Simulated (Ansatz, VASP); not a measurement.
# BeTe in VASP and in Ansatz

```
Be Te
1.0
     0.00000    2.77731    2.77731
     2.77731    0.00000    2.77731
     2.77731    2.77731    0.00000
Be Te
1 1
Cartesian
  0.0000 0.0000 0.0000
  4.1660 4.1660 4.1660
```

Alike in both runs: functional LDA; k mesh 8 × 8 × 8; occupations gaussian, width 0.02 eV; no spin polarisation.

Ansatz relaxed the structure, and its values are those at the end. VASP's run is a single point on that final structure, the one shown.

|  | VASP | Ansatz |
| --- | --- | --- |
| version | VASP 6.6.1 | Ansatz 0.2.0 |
| potentials or method | VASP PAW LDA potentials, release 64 (Be, Te), cutoff 520 eV | scalar-relativistic, plane waves, PAW |
| valence electrons in the cell | 8 | 18 |

```tsv
	VASP	Ansatz	Ansatz less VASP
gap on the k mesh at the Fermi level (eV)	1.77	1.79	+0.020
least direct gap on the mesh (eV)	3.55	3.59	+0.037
pressure (GPa)	0.3	0.0	-0.27
```

LDA's correlation is that of Perdew and Zunger in VASP and of Perdew and Wang (1992) in Ansatz. VASP's potentials hold 8 valence electrons a cell and Ansatz's 18, so a difference there can come from the potentials and not from the codes.

Spin-orbit coupling is off throughout.
